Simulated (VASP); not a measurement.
Write the native input for VASP 6.6.1 that does the following.

```
Task                   : single point
Functional             : PBE
Dispersion             : D4
Potentials or basis    : VASP PAW PBE potentials, release 64 (Pb_d)
Cutoff                 : 500 eV
k mesh                 : 6 × 6 × 4
Occupations            : gaussian, width 0.1 eV
Spin                   : no spin polarisation
Dipole correction      : no
Further INCAR settings : ALGO = Normal; EDIFF = 1e-06; NBANDS = 21
```

The structure of Pb lies in POSCAR:

```
Pb
1.0
    3.0386068135     -1.7503199600      0.0000000000
    3.0386068135      1.7503199600      0.0000000000
   -2.1154626375      0.0000000000      6.0952248674
Pb
2
Direct
    0.0914915900      0.0914915900      0.2737078000
    0.9085084100      0.9085084100      0.7262922000
```

These files were run (other wordings do the same):

INCAR

```
PREC     = Accurate       # precision mode
ENCUT    = 500            # plane-wave cutoff, eV
EDIFF    = 1E-6           # SCF threshold, eV
ISMEAR   = 0              # smearing method
SIGMA    = 0.1            # smearing width, eV
LREAL    = F              # projectors in reciprocal space
LASPH    = T              # aspherical terms in the spheres
NELM     = 120            # most SCF steps
ALGO     = Normal         # electronic algorithm
ISIF     = 2              # what is computed and relaxed
LWAVE    = F              # write WAVECAR
LCHARG   = T              # write CHGCAR
GGA      = PE             # functional
IVDW     = 13             # dispersion correction
LELF     = T              # ELF
LVHAR    = T            
NBANDS   = 21             # bands
GGA_COMPAT= F
```

KPOINTS

```
Automatic mesh
0
Gamma
  6 6 4
```

Potentials or basis: VASP PAW PBE potentials, release 64 (Pb_d).

Launch:

```sh
$ cat potpaw_PBE.64/Pb_d/POTCAR > POTCAR
$ mpirun -np 1 vasp_std > vasp.out
```

Results of the run:

```
Pressure                   : -0.7 GPa
Largest force              : 0.201 eV/Å
Band gap on the k mesh     : zero (bands 14 and 15 overlap by 7.61 eV)
Dispersion energy per atom : -0.406 eV
```

Caveat: spin-orbit coupling is left out, which moves the levels of the heavy elements.

Wall time 50 s on 1 thread of Intel Xeon 8259CL (shared host), peak memory 0.2 GiB.
